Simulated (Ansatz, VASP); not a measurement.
## One calculation of CuSn3, two programs

Contents of INCAR:

```
PREC = Accurate
ENCUT = 600
EDIFF = 1E-6
ISMEAR = 0
SIGMA = 0.1
LREAL = F
LASPH = T
NELM = 60
ALGO = Fast
ISIF = 3
LWAVE = F
LCHARG = F
GGA = PE
IBRION = 2
NSW = 100
EDIFFG = -0.01
```

The input KPOINTS:

```
regular mesh
0
Gamma
  12 12 12
```

File POSCAR:

```
CuSn3
1.0
    0.0000000000      3.6281126871      3.6281126871
    3.6281126871      0.0000000000      3.6281126871
    3.6281126871      3.6281126871      0.0000000000
Cu Sn
1 3
Direct
    0.0000000000      0.0000000000      0.0000000000
    0.5000000000      0.5000000000      0.5000000000
    0.2500000000      0.2500000000      0.2500000000
    0.7500000000      0.7500000000      0.7500000000
```

Input for Ansatz:

```yaml
crystal:
  lattice:
    - [0.0, 3.6281126775, 3.6281126775]
    - [3.6281126775, 0.0, 3.6281126775]
    - [3.6281126775, 3.6281126775, 0.0]
  atoms:
    - { symbol: Cu, position: [0.0, 0.0, 0.0] }
    - { symbol: Sn, position: [0.5, 0.5, 0.5] }
    - { symbol: Sn, position: [0.25, 0.25, 0.25] }
    - { symbol: Sn, position: [0.75, 0.75, 0.75] }
basis:
  ecutwfc: 420
kpoints:
  mp_grid: { grid: [12, 12, 12] }
hamiltonian:
  xc: pbe
scf:
  occupations: { method: gaussian, width: 0.1 }
output:
  forces: true
  stress: true
  eigenvalues: true
  write_density: true
  write_potential: true
  elf: true
  volumetric_format: npy
relax:
  adjacent_minimum: "off"
  f_tol: 0.01
  max_steps: 80
  cell: { stress_tol: 0.05 }
```

Alike in both runs: task relaxation of cell and atoms; functional PBE; k mesh 12 × 12 × 12; occupations gaussian, width 0.1 eV; no spin polarisation.

```csv
,VASP,Ansatz
version,VASP 6.6.1,Ansatz 0.2.0
potentials or method,"VASP PAW PBE potentials, release 64 (Cu, Sn_d), cutoff 600 eV","scalar-relativistic, plane waves, PAW"
valence electrons in the cell,53,61
```

|  | VASP | Ansatz | Ansatz less VASP |
| --- | --- | --- | --- |
| gap on the k mesh at the Fermi level, each at its own relaxed structure (eV) | none | none | - |
| relaxed volume (Å³/atom) | 24.00 | 23.98 | -0.017 |
| relaxed length of the cell vector where the two differ most in proportion (Å) | 5.139 | 5.138 | -0.0012 |

A gap of «none» marks a metal or a gap that the smearing closes. VASP's potentials hold 53 valence electrons a cell and Ansatz's 61, so a difference there can come from the potentials and not from the codes.
